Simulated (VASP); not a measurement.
A run of VASP 6.6.1 is set up as follows.

INCAR

```
  PREC = Accurate
  ENCUT = 520
  EDIFF = 1E-6
  ISMEAR = 0
  SIGMA = 0.15
  LREAL = False
  LASPH = True
  NELM = 100
  ALGO = Fast
  ISIF = 2
  LWAVE = False
  LCHARG = False
  GGA = PE
  NBANDS = 12
```

KPOINTS

```
Automatic mesh
0
Gamma
  20 20 20
```

POSCAR

```
Ta
1.0
   -1.6512800000      1.6512800000      1.8989720000
    1.6512800000     -1.6512800000      1.8989720000
    1.6512800000      1.6512800000     -1.8989720000
Ta
1
Direct
    0.0000000000      0.0000000000      0.0000000000
```

Potentials or basis: VASP PAW PBE potentials, release 64 (Ta_pv).

Command:

```console
$ cat potpaw_PBE.64/Ta_pv/POTCAR > POTCAR
$ mpirun -np 1 vasp_std > vasp.out
```

Task: What does it give for the band gap on the k mesh?

Result: Zero (an odd number of electrons rules out a gap without spin polarisation).

Task: What does it give for the pressure?

Result: -18.0 GPa.

Stress tensor (GPa, compression positive):
```
-15.35   0.00   0.00
  0.00 -15.35   0.00
  0.00   0.00 -23.20
```

Caveat: the cell differs from its parent crystal (strain +0.1500 x Voigt [0, 0, 1, 0, 0, 0]); the cell stands under tension; spin-orbit coupling is left out, which moves the levels of the heavy elements.
